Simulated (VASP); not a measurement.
## BN: single point with PBE

Crystal: BN.

```
B N
1.0
     0.00000    1.81234    1.81234
     1.81234    0.00000    1.81234
     1.81234    1.81234    0.00000
B N
1 1
Direct
  0.00000 0.00000 0.00000
  0.75000 0.75000 0.75000
```

* Program: VASP 6.6.1
* Task: single point
* Functional: PBE
* Potentials or basis: VASP PAW PBE potentials, release 64 (B, N)
* Cutoff: 600 eV
* k mesh: 16 × 16 × 16
* Occupations: gaussian, width 0.01 eV
* Spin: no spin polarisation

| Quantity | Value |
| --- | --- |
| Pressure | 0.0 GPa |
| Band gap on the k mesh | 4.45 eV (least direct gap 8.78 eV) |

Levels at points of the mesh, in eV from the valence-band top:
| k point | band 1 | band 2 | band 3 | band 4 | band 5 | band 6 | band 7 | band 8 |
| --- | --- | --- | --- | --- | --- | --- | --- | --- |
| (0.00, 0.00, 0.00) | -20.14 | 0.00 | 0.00 | 0.00 | 8.78 | 8.78 | 8.78 | 10.22 |
| (0.50, 0.00, 0.00) | -15.96 | -10.62 | -1.93 | -1.93 | 10.04 | 10.66 | 10.66 | 15.17 |
| (0.50, 0.50, 0.00) | -14.61 | -8.86 | -4.86 | -4.86 | 4.45 | 9.19 | 17.80 | 17.80 |

Run time: 11 s on 1 thread of Intel(R) Xeon(R) 6975P-C (Granite Rapids), with other jobs on the host, peak memory 0.13 GiB.

A k mesh can miss the band edges.
